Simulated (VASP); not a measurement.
# Li2Se (Fm-3m) in VASP: notebook, part 2 of 2

VASP 6.6.1. Earlier steps stand in the parts before.

## (3) Electric field gradients, LDA (volume scaled by 0.94)

File INCAR:

```
PREC = Accurate ; ENCUT = 650
EDIFF = 1E-8 ; ISMEAR = -1
SIGMA = 0.03 ; LREAL = F
LASPH = T ; NELM = 120
ALGO = Normal ; ISIF = 2
LWAVE = F ; LCHARG = F
LEFG = T ; NBANDS = 13
GGA_COMPAT = F
```

File KPOINTS:

```
regular mesh
0
Gamma
  9 9 9
```

File POSCAR:

```
Li2Se
1.0
    0.0000000000      2.9412072914      2.9412072914
    2.9412072914      0.0000000000      2.9412072914
    2.9412072914      2.9412072914      0.0000000000
Li Se
2 1
Direct
    0.2500000000      0.2500000000      0.2500000000
    0.7500000000      0.7500000000      0.7500000000
    0.0000000000      0.0000000000      0.0000000000
```

Potentials or basis: VASP PAW LDA potentials, release 64 (Li_sv, Se).

Launch:

```bash
$ cat potpaw_LDA.64/Li_sv/POTCAR potpaw_LDA.64/Se/POTCAR > POTCAR
$ mpirun -np 1 vasp_std > vasp.out
```

OUTCAR:

```text
PREC = Accurate
   ENCUT = 650
   EDIFF = 1E-8
   ISMEAR = -1
   LREAL = F
   LASPH = T
   NELM = 120
   ISIF = 2

 ion  position               nearest neighbor table
   1  0.250  0.250  0.250-   3 2.55   3 2.55   3 2.55   3 2.55
   2  0.750  0.750  0.750-   3 2.55   3 2.55   3 2.55   3 2.55
   3  0.000  0.000  0.000-   1 2.55   2 2.55   2 2.55   2 2.55   2 2.55   1 2.55   1 2.55   1 2.55

  LATTYP: Found a face centered cubic cell.
 ALAT       =     5.8824145828

  Lattice vectors:

 A1 = (   0.0000000000,   2.9412072914,   2.9412072914)
 A2 = (   2.9412072914,   0.0000000000,   2.9412072914)
 A3 = (   2.9412072914,   2.9412072914,   0.0000000000)

Analysis of symmetry for initial positions (statically):
=====================================================================
 Subroutine PRICEL returns:
 Original cell was already a primitive cell.

 Routine SETGRP: Setting up the symmetry group for a
 face centered cubic supercell.

 Subroutine GETGRP returns: Found 48 space group operations
 (whereof 48 operations were pure point group operations)
 out of a pool of 48 trial point group operations.

The static configuration has the point symmetry O_h .

Analysis of symmetry for dynamics (positions and initial velocities):
=====================================================================
 Subroutine PRICEL returns:
 Original cell was already a primitive cell.

 Routine SETGRP: Setting up the symmetry group for a
 face centered cubic supercell.

 Subroutine GETGRP returns: Found 48 space group operations
 (whereof 48 operations were pure point group operations)
 out of a pool of 48 trial point group operations.

The dynamic configuration has the point symmetry O_h .

 Subroutine INISYM returns: Found 48 space group operations
 (whereof 48 operations are pure point group operations),
 and found     1 'primitive' translations

----------------------------------------------------------------------------------------

                                     Primitive cell

  volume of cell :      50.8870

  direct lattice vectors                    reciprocal lattice vectors
     0.000000000  2.941207291  2.941207291    -0.169998219  0.169998219  0.169998219
     2.941207291  0.000000000  2.941207291     0.169998219 -0.169998219  0.169998219
     2.941207291  2.941207291  0.000000000     0.169998219  0.169998219 -0.169998219

  length of vectors
     4.159495241  4.159495241  4.159495241     0.294445552  0.294445552  0.294445552

  position of ions in fractional coordinates (direct lattice)
     0.250000000  0.250000000  0.250000000
     0.750000000  0.750000000  0.750000000
     0.000000000  0.000000000  0.000000000

  ion indices of the primitive-cell ions
   primitive index   ion index
                 1           1
                 2           2
                 3           3

----------------------------------------------------------------------------------------

 KPOINTS: regular mesh
[... 84 lines left out ...]
   EFERMI_NEDOS =   21; number of points for ismear=-14 and -15
   IALGO  =     38    algorithm
   IMIX   =      4    mixing-type and parameters
     AMIX     =   0.40;   BMIX     =  1.00
     AMIX_MAG =   1.60;   BMIX_MAG =  1.00
  volume/ion in A,a.u.               =      16.96       114.47
  Fermi-wavevector in a.u.,A,eV,Ry     =   1.011423  1.911313 13.918448  1.022977
  Thomas-Fermi vector in A             =   2.144472
   LORBIT       =      0    0 simple, 1 ext, 2 COOP (PROOUT), +10 PAW based schemes
   GGA     = CA    functional components
   LHFCALC =     F    Hartree Fock is set to
   AEXX    =    0.0000 exact exchange contribution
   IVDW    =     0    specifies the selected vdW correction
   LEPSILON=     F    determine dielectric tensor
   LRPA    =     F    only Hartree local field effects (RPA)
 non-spin polarized calculation
  energy-cutoff  :      650.00
  volume of cell :       50.89
 maximum number of plane-waves:      1936
   NGX = 17   NGY = 17   NGZ = 17

 number of electron      12.0000002 magnetization

 Free energy of the ion-electron system (eV)
  ---------------------------------------------------
  ext. energy  EPLUGINS =         0.00000000
  ---------------------------------------------------
  free energy    TOTEN  =       -12.17799855 eV

  energy without entropy =      -12.17799855  energy(sigma->0) =      -12.17799855

 E-fermi :   2.0490     XC(G=0):  -8.7684

 val. band max:        1.3479316888   @ k =   0.0000   0.0000   0.0000
 cond. band min:       4.1886898662   @ k =   0.4444   0.4444   0.0000
 fundamental gap:      2.8407581773
 Fermi energy:         2.0490019936

 k-point     1 :       0.0000    0.0000    0.0000
  band No.  band energies     occupation
      1     -42.2878      2.00000
      2     -42.2531      2.00000
      3     -10.2382      2.00000
      4       1.3479      2.00000
      5       1.3479      2.00000
      6       1.3479      2.00000
      7       4.8243      0.00000
      8       6.8406      0.00000
      9       6.8406      0.00000
     10       6.8406      0.00000
     11      12.1013      0.00000
     12      12.1013      0.00000
     13      12.2889      0.00000
[... 354 lines left out ...]
  band No.  band energies     occupation
      1     -42.2756      2.00000
      2     -42.2634      2.00000
      3      -9.7298      2.00000
      4      -1.0344      2.00000
      5      -0.2165      2.00000
      6      -0.2165      2.00000
      7       4.1887      0.00000
      8       7.5961      0.00000
      9      11.3984      0.00000
     10      11.3984      0.00000
     11      12.7656      0.00000
     12      13.7910      0.00000
     13      13.7910      0.00000

 [... further k-points ...]
[... 5 lines left out ...]
  --------------------------------------------------------------------------------------
  -------------------------------------------------------------------------------------
  Total       -0.2192438     -0.2192438     -0.2192438     -0.0000000     -0.0000000      0.0000000
  in kB       -6.9028904     -6.9028904     -6.9028904     -0.0000000     -0.0000000      0.0000000
  external PRESSURE =      -6.9028904 kB  Pullay stress =       0.0000000 kB

 VOLUME and BASIS-vectors are now :
 -----------------------------------------------------------------------------
  energy-cutoff  :      650.00
  volume of cell :       50.89
      direct lattice vectors                 reciprocal lattice vectors
     0.000000000  2.941207291  2.941207291    -0.169998219  0.169998219  0.169998219
     2.941207291  0.000000000  2.941207291     0.169998219 -0.169998219  0.169998219
     2.941207291  2.941207291  0.000000000     0.169998219  0.169998219 -0.169998219

 POSITION                                       TOTAL-FORCE (eV/Angst)
 -----------------------------------------------------------------------------------
      1.47060      1.47060      1.47060         0.000000      0.000000     -0.000000
      4.41181      4.41181      4.41181        -0.000000      0.000000      0.000000
      0.00000      0.00000      0.00000        -0.000000     -0.000000     -0.000000
 -----------------------------------------------------------------------------------
    total drift:                                0.000000      0.000000      0.000000

  FREE ENERGIE OF THE ION-ELECTRON SYSTEM (eV)
  ---------------------------------------------------
  free  energy   TOTEN  =       -12.1779985519 eV

  energy  without entropy=      -12.1779985519  energy(sigma->0) =      -12.17799855

 Electric field gradients (V/A^2)
---------------------------------------------------------------------
 ion       V_xx      V_yy      V_zz      V_xy      V_xz      V_yz
---------------------------------------------------------------------
   1      -0.000    -0.000     0.000     0.002     0.002     0.002
   2      -0.000    -0.000     0.000     0.002     0.002     0.002
   3      -0.000     0.000    -0.000     0.000     0.000     0.000
---------------------------------------------------------------------

 Electric field gradients after diagonalization (V/A^2)
 (convention: |V_zz| > |V_xx| > |V_yy|)
----------------------------------------------------------------------
 ion       V_xx      V_yy      V_zz     asymmetry (V_yy - V_xx)/ V_zz
----------------------------------------------------------------------
   1      -0.002    -0.002     0.003       0.000
   2      -0.002    -0.002     0.003       0.000
   3      -0.000    -0.000     0.001       0.000
----------------------------------------------------------------------

           NMR quadrupolar parameters

 Cq : quadrupolar parameter    Cq=e*Q*V_zz/h
 eta: asymmetry parameters     (V_yy - V_xx)/ V_zz
 Q  : nuclear electric quadrupole moment in mb (millibarn)
----------------------------------------------------------------------
 ion       Cq(MHz)       eta       Q (mb)
----------------------------------------------------------------------
   1       0.000       0.000       1.000
   2       0.000       0.000       1.000
   3       0.000       0.000       1.000
----------------------------------------------------------------------
```

Run time: 13 s. Hardware: 1 thread of Intel Xeon 6975P-C (Granite Rapids), shared host; peak memory 0.18 GiB.

What came out:

```yaml
Free_energy: -12.1780 eV
Pressure: -0.7 GPa
Band_gap_on_the_k_mesh: 2.84 eV, indirect (least direct gap 3.48 eV)
```

Levels at points of the mesh, in eV from the valence-band top:
```
           k point  band 2  band 3  band 4  band 5  band 6  band 7  band 8  band 9  band 10  band 11
(0.00, 0.00, 0.00)  -43.60  -11.59    0.00    0.00    0.00    3.48    5.49    5.49     5.49    10.75
```

Caveat: without QUAD_EFG the Cq values of the log hold for a quadrupole moment of 1 mb, not for the nuclei. A k mesh can miss the band edges.

## (4) Electric field gradients, LDA (volume scaled by 0.98)

File INCAR:

```
PREC = Accurate
ENCUT = 650
EDIFF = 1E-8
ISMEAR = -1
SIGMA = 0.03
LREAL = False
LASPH = True
NELM = 120
ALGO = Normal
ISIF = 2
LWAVE = False
LCHARG = False
GGA = CA
LEFG = True
NBANDS = 13
GGA_COMPAT = False
```

File KPOINTS:

```
Automatic mesh
0
Gamma
  9 9 9
```

File POSCAR:

```
Li2Se
1.0
    0.0000000000      2.9823483861      2.9823483861
    2.9823483861      0.0000000000      2.9823483861
    2.9823483861      2.9823483861      0.0000000000
Li Se
2 1
Direct
    0.2500000000      0.2500000000      0.2500000000
    0.7500000000      0.7500000000      0.7500000000
    0.0000000000      0.0000000000      0.0000000000
```

Potentials or basis: VASP PAW LDA potentials, release 64 (Li_sv, Se).

Launch:

```bash
$ cat potpaw_LDA.64/Li_sv/POTCAR potpaw_LDA.64/Se/POTCAR > POTCAR
$ mpirun -np 1 vasp_std > vasp.out
```

OUTCAR:

```text
PREC = Accurate
   ENCUT = 650
   EDIFF = 1E-8
   ISMEAR = -1
   LREAL = False
   LASPH = True
   NELM = 120
   ISIF = 2
   GGA = CA

 ion  position               nearest neighbor table
   1  0.250  0.250  0.250-   3 2.58   3 2.58   3 2.58   3 2.58
   2  0.750  0.750  0.750-   3 2.58   3 2.58   3 2.58   3 2.58
   3  0.000  0.000  0.000-   2 2.58   2 2.58   2 2.58   1 2.58   2 2.58   1 2.58   1 2.58   1 2.58

  LATTYP: Found a face centered cubic cell.
 ALAT       =     5.9646967722

  Lattice vectors:

 A1 = (   0.0000000000,   2.9823483861,   2.9823483861)
 A2 = (   2.9823483861,   0.0000000000,   2.9823483861)
 A3 = (   2.9823483861,   2.9823483861,   0.0000000000)

Analysis of symmetry for initial positions (statically):
=====================================================================
 Subroutine PRICEL returns:
 Original cell was already a primitive cell.

 Routine SETGRP: Setting up the symmetry group for a
 face centered cubic supercell.

 Subroutine GETGRP returns: Found 48 space group operations
 (whereof 48 operations were pure point group operations)
 out of a pool of 48 trial point group operations.

The static configuration has the point symmetry O_h .

Analysis of symmetry for dynamics (positions and initial velocities):
=====================================================================
 Subroutine PRICEL returns:
 Original cell was already a primitive cell.

 Routine SETGRP: Setting up the symmetry group for a
 face centered cubic supercell.

 Subroutine GETGRP returns: Found 48 space group operations
 (whereof 48 operations were pure point group operations)
 out of a pool of 48 trial point group operations.

[... 529 lines left out ...]
      4      -1.1943      2.00000
      5      -0.3816      2.00000
      6      -0.3816      2.00000
      7       3.9672      0.00000
      8       7.2328      0.00000
      9      10.9027      0.00000
     10      10.9027      0.00000
     11      12.0899      0.00000
     12      13.2898      0.00000
     13      13.2898      0.00000

 [... further k-points ...]
[... 5 lines left out ...]
  --------------------------------------------------------------------------------------
  -------------------------------------------------------------------------------------
  Total       -0.6870321     -0.6870321     -0.6870321      0.0000000     -0.0000000     -0.0000000
  in kB      -20.7482972    -20.7482972    -20.7482972      0.0000000     -0.0000000     -0.0000000
  external PRESSURE =     -20.7482972 kB  Pullay stress =       0.0000000 kB

 VOLUME and BASIS-vectors are now :
 -----------------------------------------------------------------------------
  energy-cutoff  :      650.00
  volume of cell :       53.05
      direct lattice vectors                 reciprocal lattice vectors
     0.000000000  2.982348386  2.982348386    -0.167653116  0.167653116  0.167653116
     2.982348386  0.000000000  2.982348386     0.167653116 -0.167653116  0.167653116
     2.982348386  2.982348386  0.000000000     0.167653116  0.167653116 -0.167653116

 POSITION                                       TOTAL-FORCE (eV/Angst)
 -----------------------------------------------------------------------------------
      1.49117      1.49117      1.49117        -0.000000     -0.000000     -0.000000
      4.47352      4.47352      4.47352         0.000000      0.000000      0.000000
      0.00000      0.00000      0.00000         0.000000      0.000000      0.000000
 -----------------------------------------------------------------------------------
    total drift:                                0.000000      0.000000      0.000000

  FREE ENERGIE OF THE ION-ELECTRON SYSTEM (eV)
  ---------------------------------------------------
  free  energy   TOTEN  =       -12.1610470286 eV

  energy  without entropy=      -12.1610470286  energy(sigma->0) =      -12.16104703

 Electric field gradients (V/A^2)
---------------------------------------------------------------------
 ion       V_xx      V_yy      V_zz      V_xy      V_xz      V_yz
---------------------------------------------------------------------
   1      -0.000    -0.000    -0.000     0.000     0.000     0.000
   2      -0.000    -0.000    -0.000     0.000     0.000     0.000
   3       0.000    -0.000    -0.000     0.000     0.000     0.000
---------------------------------------------------------------------

 Electric field gradients after diagonalization (V/A^2)
 (convention: |V_zz| > |V_xx| > |V_yy|)
----------------------------------------------------------------------
 ion       V_xx      V_yy      V_zz     asymmetry (V_yy - V_xx)/ V_zz
----------------------------------------------------------------------
   1      -0.000    -0.000     0.000       0.000
   2      -0.000    -0.000     0.000       0.000
   3      -0.000    -0.000     0.000       0.000
----------------------------------------------------------------------

           NMR quadrupolar parameters

 Cq : quadrupolar parameter    Cq=e*Q*V_zz/h
 eta: asymmetry parameters     (V_yy - V_xx)/ V_zz
 Q  : nuclear electric quadrupole moment in mb (millibarn)
----------------------------------------------------------------------
 ion       Cq(MHz)       eta       Q (mb)
----------------------------------------------------------------------
   1       0.000       0.000       1.000
   2       0.000       0.000       1.000
   3       0.000       0.000       1.000
----------------------------------------------------------------------
```

stdout:

```text
POSCAR found type information on POSCAR LiSe
 POSCAR found :  2 types and       3 ions
 scaLAPACK will be used
 LDA part: xc-table for (Slater(with rela. corr.)+CA(PZ))
 , standard interpolation
 POSCAR, INCAR and KPOINTS ok, starting setup
 FFT: planning ... GRIDC
 FFT: planning ... GRID_SOFT
 FFT: planning ... GRID
 WAVECAR not read
 entering main loop
ion   1

ion   2

ion   3
```

Wall time 16 s (1 thread of Intel Xeon 6975P-C (Granite Rapids), shared host); peak memory 0.18 GiB.

Results:

* Free energy: -12.1610 eV
* Pressure: -2.1 GPa
* Band gap on the k mesh: 2.87 eV, indirect (least direct gap 3.29 eV)

Caveat: without QUAD_EFG the Cq values of the log hold for a quadrupole moment of 1 mb, not for the nuclei. A k mesh can miss the band edges.
